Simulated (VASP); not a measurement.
# Pt (Im-3m) in VASP: notebook

Aim: see how the results for Pt move with the level of theory and the settings. Levels: PBEsol, RPBE+D3(BJ), PBEsol+D3(BJ). Tasks: relaxation of cell and atoms, single point.

Everything below comes from runs of VASP 6.6.1. Logs are shortened: lines on timing, memory, paths and dates and some standing lists are left out, and cuts for length are marked.

### Step 1. The cell of the first run

The structure is cubic, space group Im-3m (No. 229). Conventional cell: a = 3.168 Å, b = 3.168 Å, c = 3.168 Å, α = 90.00°, β = 90.00°, γ = 90.00°. Pt (site symmetry m-3m) has 14 Pt at 2.74 to 3.17 Å within 3.6 Å.

### Step 2. Relaxation of cell and atoms, PBEsol, target pressure 30 GPa, at which the enthalpy is minimised

Input file INCAR:

```
SYSTEM = Pt
PREC = Accurate
ENCUT = 600
EDIFF = 1E-6
ISMEAR = -1
SIGMA = 0.05
LREAL = .False.
LASPH = .True.
NELM = 80
ALGO = Normal
ISIF = 3
LWAVE = .False.
LCHARG = .False.
GGA = PS
IBRION = 2
NSW = 80
EDIFFG = -0.005
PSTRESS = 300.0
```

Input file KPOINTS:

```
Automatic mesh
0
Gamma
  12 12 12
  0 0 0
```

Input file POSCAR:

```
Pt
1.0
   -1.5842200000      1.5842200000      1.5842200000
    1.5842200000     -1.5842200000      1.5842200000
    1.5842200000      1.5842200000     -1.5842200000
Pt
1
Direct
    0.0000000000      0.0000000000      0.0000000000
```

Potentials or basis: VASP PAW PBE potentials, release 64 (Pt).

Launch:

```console
$ cat potpaw_PBE.64/Pt/POTCAR > POTCAR
$ mpirun -np 1 vasp_std > vasp.out
```

OUTCAR:

```text
SYSTEM = Pt
   PREC = Accurate
   ENCUT = 600
   EDIFF = 1E-6
   ISMEAR = -1
   LREAL = .False.
   LASPH = .True.
   NELM = 80
   ISIF = 3
   GGA = PS
   IBRION = 2
   NSW = 80
   EDIFFG = -0.005
   PSTRESS = 300.0

 ion  position               nearest neighbor table
   1  0.000  0.000  0.000-

  LATTYP: Found a body centered cubic cell.
 ALAT       =     3.1684400000

  Lattice vectors:

 A1 = (  -1.5842200000,   1.5842200000,   1.5842200000)
 A2 = (   1.5842200000,  -1.5842200000,   1.5842200000)
 A3 = (   1.5842200000,   1.5842200000,  -1.5842200000)

Analysis of symmetry for initial positions (statically):
=====================================================================
 Subroutine PRICEL returns:
 Original cell was already a primitive cell.

 Routine SETGRP: Setting up the symmetry group for a
 body centered cubic supercell.

 Subroutine GETGRP returns: Found 48 space group operations
[... 9 lines left out ...]

 Routine SETGRP: Setting up the symmetry group for a
 body centered cubic supercell.

 Subroutine GETGRP returns: Found 48 space group operations
[... 11 lines left out ...]
                                     Primitive cell

  volume of cell :      15.9040

  direct lattice vectors                    reciprocal lattice vectors
    -1.584220000  1.584220000  1.584220000     0.000000000  0.315612731  0.315612731
     1.584220000 -1.584220000  1.584220000     0.315612731  0.000000000  0.315612731
     1.584220000  1.584220000 -1.584220000     0.315612731  0.315612731  0.000000000

  length of vectors
     2.743949530  2.743949530  2.743949530     0.446343804  0.446343804  0.446343804

  position of ions in fractional coordinates (direct lattice)
     0.000000000  0.000000000  0.000000000

  ion indices of the primitive-cell ions
   primitive index   ion index
                 1           1

----------------------------------------------------------------------------------------

 KPOINTS: Automatic mesh

Automatic generation of k-mesh.
 Grid dimensions read from file:
 generate k-points for:   12   12   12

 Generating k-lattice:

  Cartesian coordinates                     Fractional coordinates (reciprocal lattice)
     0.000000000  0.026301061  0.026301061     0.083333333  0.000000000  0.000000000
     0.026301061  0.000000000  0.026301061     0.000000000  0.083333333  0.000000000
     0.026301061  0.026301061  0.000000000     0.000000000  0.000000000  0.083333333

  Length of vectors
     0.037195317  0.037195317  0.037195317

  Shift w.r.t. Gamma in fractional coordinates (k-lattice)
     0.000000000  0.000000000  0.000000000

 Subroutine IBZKPT returns following result:
 ===========================================

 Found     72 irreducible k-points:

 Following reciprocal coordinates:
            Coordinates               Weight
  0.000000  0.000000  0.000000      1.000000
  0.083333  0.000000  0.000000     12.000000
  0.166667  0.000000  0.000000     12.000000
  0.250000  0.000000  0.000000     12.000000
  0.333333  0.000000  0.000000     12.000000
  0.416667  0.000000  0.000000     12.000000
[... 16 lines left out ...]
  0.333333  0.083333  0.083333     24.000000
  0.416667  0.083333  0.083333     12.000000
 [... further k-points ...]
   k-points           NKPTS =     72   k-points in BZ     NKDIM =     72   number of bands    NBANDS=      9
   number of dos      NEDOS =    301   number of ions     NIONS =      1
   total plane-waves  NPLWV =  13824
   dimension x,y,z NGX =    24 NGY =   24 NGZ =   24
   dimension x,y,z NGXF=    48 NGYF=   48 NGZF=   48
   ions per type =               1
   NGX,Y,Z   is equivalent  to a cutoff of  14.54, 14.54, 14.54 a.u.
   NGXF,Y,Z  is equivalent  to a cutoff of  29.08, 29.08, 29.08 a.u.
 SYSTEM =  Pt
   PREC   = accura    normal or accurate (medium, high low for compatibility)
   ISTART =      0    job   : 0-new  1-cont  2-samecut
   ICHARG =      2    charge: 1-file 2-atom 10-const
   ISPIN  =      1    spin polarized calculation?
   LNONCOLLINEAR =      F non collinear calculations
   LSORBIT =      F    spin-orbit coupling
   LASPH  =      T    aspherical Exc in radial PAW
   ENCUT  =  600.0 eV  44.10 Ry    6.64 a.u.   5.48  5.48  5.48*2*pi/ulx,y,z
   NELM   =     80;   NELMIN=  2; NELMDL= -5     # of ELM steps
   EDIFF  = 0.1E-05   stopping-criterion for ELM
   LREAL  =      F    real-space projection
   EDIFFG = -.5E-02   stopping-criterion for IOM
   NSW    =     80    number of steps for IOM
   IBRION =      2    ionic relax: 0-MD 1-quasi-New 2-CG
   NFREE  =      1    steps in history (QN), initial steepest desc. (CG)
   ISIF   =      3    stress and relaxation
   ISYM   =      2    0-nonsym 1-usesym 2-fastsym
   POTIM  = 0.5000    time-step for ionic-motion
   TEBEG  =    0.0;   TEEND  =   0.0 temperature during run
   PSTRESS=  300.0 pullay stress
   NELECT =      10.0000    total number of electrons
   NUPDOWN=      -1.0000    fix difference up-down
   EMIN   =  10.00;   EMAX   =-10.00  energy-range for DOS
   EFERMI =   0.00;   METHOD = LEGACY
   ISMEAR =    -1;   SIGMA  =   0.05  broadening in eV -4-tet -1-fermi 0-gaus
   EFERMI_NEDOS =   21; number of points for ismear=-14 and -15
   IALGO  =     38    algorithm
   IMIX   =      4    mixing-type and parameters
     AMIX     =   0.40;   BMIX     =  1.00
     AMIX_MAG =   1.60;   BMIX_MAG =  1.00
  volume/ion in A,a.u.               =      15.90       107.33
  Fermi-wavevector in a.u.,A,eV,Ry     =   1.402510  2.650360 26.763132  1.967035
  Thomas-Fermi vector in A             =   2.525265
   LORBIT       =      0    0 simple, 1 ext, 2 COOP (PROOUT), +10 PAW based schemes
   GGA     = PS    functional components
   LHFCALC =     F    Hartree Fock is set to
   AEXX    =    0.0000 exact exchange contribution
   IVDW    =     0    specifies the selected vdW correction
   LEPSILON=     F    determine dielectric tensor
   LRPA    =     F    only Hartree local field effects (RPA)
 conjugate gradient relaxation of ions
 non-spin polarized calculation
  energy-cutoff  :      600.00
  volume of cell :       15.90
 maximum number of plane-waves:       555
 NGX is ok and might be reduce to    24
   NGX = 11   NGY = 11   NGZ = 11

--------------------------------------- Ionic step        1  -------------------------------------------

 number of electron      10.0000000 magnetization

 number of electron       9.9999999 magnetization

 Free energy of the ion-electron system (eV)
  ---------------------------------------------------
  ext. energy  EPLUGINS =         0.00000000
  ---------------------------------------------------
  free energy    TOTEN  =        -6.84233901 eV

  energy without entropy =       -6.83603239  energy(sigma->0) =       -6.83918570

 E-fermi :   9.8344     XC(G=0): -13.3081

 val. band max:        9.7831581045   @ k =   0.5000   0.5000   0.4167
 cond. band min:       9.8707559189   @ k =  -0.4167  -0.4167   0.1667
 fundamental gap:      0.0875978144
 Fermi energy:         9.8343615414

 k-point     1 :       0.0000    0.0000    0.0000
  band No.  band energies     occupation
      1       0.4060      2.00000
      2       6.4507      2.00000
      3       6.4507      2.00000
      4       6.4507      2.00000
      5       8.9390      2.00000
      6       8.9390      2.00000
      7      26.9880      0.00000
      8      26.9880      0.00000
      9      26.9880      0.00000
[... 265 lines left out ...]
 k-point    24 :       0.4167    0.0833    0.0833
  band No.  band energies     occupation
      1       3.8456      2.00000
      2       5.0389      2.00000
      3       8.2950      2.00000
      4       8.8868      2.00000
      5       9.2739      1.99997
      6      13.2380      0.00000
      7      15.7579      0.00000
      8      23.0161      0.00000
      9      23.7281      0.00000

 [... further k-points ...]
[... 5 lines left out ...]
  --------------------------------------------------------------------------------------
  -------------------------------------------------------------------------------------
  Total       -1.1395556     -1.1395556     -1.1395556      0.0000000     -0.0000000      0.0000000
  in kB     -114.7994025   -114.7994025   -114.7994025      0.0000000     -0.0000000      0.0000000
  external PRESSURE =    -414.7994025 kB  Pullay stress =     300.0000000 kB
[... 90 lines left out ...]
  FREE ENERGIE OF THE ION-ELECTRON SYSTEM (eV)
  ---------------------------------------------------
  free  energy   TOTEN  =        -6.8249292205 eV

  energy  without entropy=       -6.8196597330  energy(sigma->0) =       -6.82229448

  enthalpy is  TOTEN    =        -4.1383693918 eV   P V=        2.6865598286

[... ionic steps 4 to 12 ...]

--------------------------------------- Ionic step       13  -------------------------------------------

 number of electron      10.0000000 magnetization

------------------------ aborting loop because EDIFF is reached ----------------------------------------

  FORCE on cell =-STRESS in cart. coord.  units (eV):
  Direction    XX          YY          ZZ          XY          YZ          ZX
  --------------------------------------------------------------------------------------
  -------------------------------------------------------------------------------------
  Total        2.5724884      2.5724884      2.5724884     -0.0000000     -0.0000000      0.0000000
  in kB      295.5342347    295.5342347    295.5342347     -0.0000000     -0.0000000      0.0000000
  external PRESSURE =      -4.4657653 kB  Pullay stress =     300.0000000 kB
[... 59 lines left out ...]
  enthalpy is  TOTEN    =        -4.1541168411 eV   P V=        2.6103291057

--------------------------------------- Ionic step       15  -------------------------------------------

 number of electron      10.0000000 magnetization

 Free energy of the ion-electron system (eV)
  ---------------------------------------------------
  ext. energy  EPLUGINS =         0.00000000
  ---------------------------------------------------
  free energy    TOTEN  =        -6.76239171 eV

  energy without entropy =       -6.75747038  energy(sigma->0) =       -6.75993104

 E-fermi :  12.3107     XC(G=0): -14.0944

 val. band max:       12.2731165583   @ k =   0.5000   0.5000   0.4167
 cond. band min:      12.3864214184   @ k =  -0.4167  -0.4167   0.1667
 fundamental gap:      0.1133048601
 Fermi energy:        12.3106627554

 k-point     1 :       0.0000    0.0000    0.0000
  band No.  band energies     occupation
      1       1.4807      2.00000
      2       8.1871      2.00000
      3       8.1871      2.00000
      4       8.1871      2.00000
      5      11.2048      2.00000
      6      11.2048      2.00000
      7      29.3998      0.00000
      8      29.3998      0.00000
      9      29.3998      0.00000
[... 265 lines left out ...]
 k-point    24 :       0.4167    0.0833    0.0833
  band No.  band energies     occupation
      1       5.0775      2.00000
      2       6.4459      2.00000
      3      10.3309      2.00000
      4      11.1813      2.00000
      5      11.6686      1.99999
      6      16.1451      0.00000
      7      19.3502      0.00000
      8      25.7798      0.00000
      9      27.4614      0.00000

 [... further k-points ...]
[... 5 lines left out ...]
  --------------------------------------------------------------------------------------
  -------------------------------------------------------------------------------------
  Total        2.6125947      2.6125947      2.6125947     -0.0000000      0.0000000     -0.0000000
  in kB      300.4978175    300.4978175    300.4978175     -0.0000000      0.0000000     -0.0000000
  external PRESSURE =       0.4978175 kB  Pullay stress =     300.0000000 kB
[... 16 lines left out ...]
  FREE ENERGIE OF THE ION-ELECTRON SYSTEM (eV)
  ---------------------------------------------------
  free  energy   TOTEN  =        -6.7623917086 eV

  energy  without entropy=       -6.7574703796  energy(sigma->0) =       -6.75993104

  enthalpy is  TOTEN    =        -4.1541251903 eV   P V=        2.6082665183

 reached required accuracy - stopping structural energy minimisation
```

Wall time 27 s (1 thread of Intel Xeon 6975P-C (Granite Rapids), shared host); peak memory 0.16 GiB.

Results:

| Quantity | Value |
| --- | --- |
| Free energy | -6.7624 eV |
| Relaxed volume | 13.93 Å³/atom |
| Relaxed cell | a = 2.625 Å, b = 2.625 Å, c = 2.625 Å, α = 109.47°, β = 109.47°, γ = 109.47° |
| Space group after relaxing (to 0.05 Å) | Im-3m (No. 229) |
| Energy change on relaxing (the enthalpy is what falls) | +79.9 meV/atom |
| Ionic steps | 15 |
| Pressure after relaxing | 30.0 GPa |
| Band gap on the k mesh | zero (band 5 reaches 13.73 eV, above the bottom of band 6 at 11.01 eV) |

The path:
```tsv
step	energy change (eV)	largest force (eV/Å)	pressure (GPa)	volume (Å³)
1	0.0000	0.0000	-11.48	15.90
2	9.8131	0.0000	819.00	8.18
3	0.0174	0.0000	18.24	14.35
4	0.0415	0.0000	23.25	14.16
5	0.0811	0.0000	30.25	13.92
6	0.0740	0.0000	29.10	13.96
7	0.0745	0.0000	29.16	13.96
8	0.0759	0.0000	29.38	13.95
9	0.0759	0.0000	29.39	13.95
10	0.0760	0.0000	29.39	13.95
11	0.0761	0.0000	29.40	13.95
12	0.0764	0.0000	29.42	13.95
13	0.0769	0.0000	29.55	13.95
14	0.0779	0.0000	29.72	13.94
15	0.0799	0.0000	30.05	13.93
```

Final structure:
```xyz
1
Lattice="-1.5157 1.5157 1.5157 1.5157 -1.5157 1.5157 1.5157 1.5157 -1.5157" Properties=species:S:1:pos:R:3 pbc="T T T"
Pt    1.5157    1.5157   -1.5157
```

Caveat: the cell is relaxed towards a set pressure, so the enthalpy falls and the energy may rise; the PAW data sets were made with another functional, which shifts forces and pressure a little; spin-orbit coupling is left out, which moves the levels of the heavy elements.

[end of part 1 of 2]
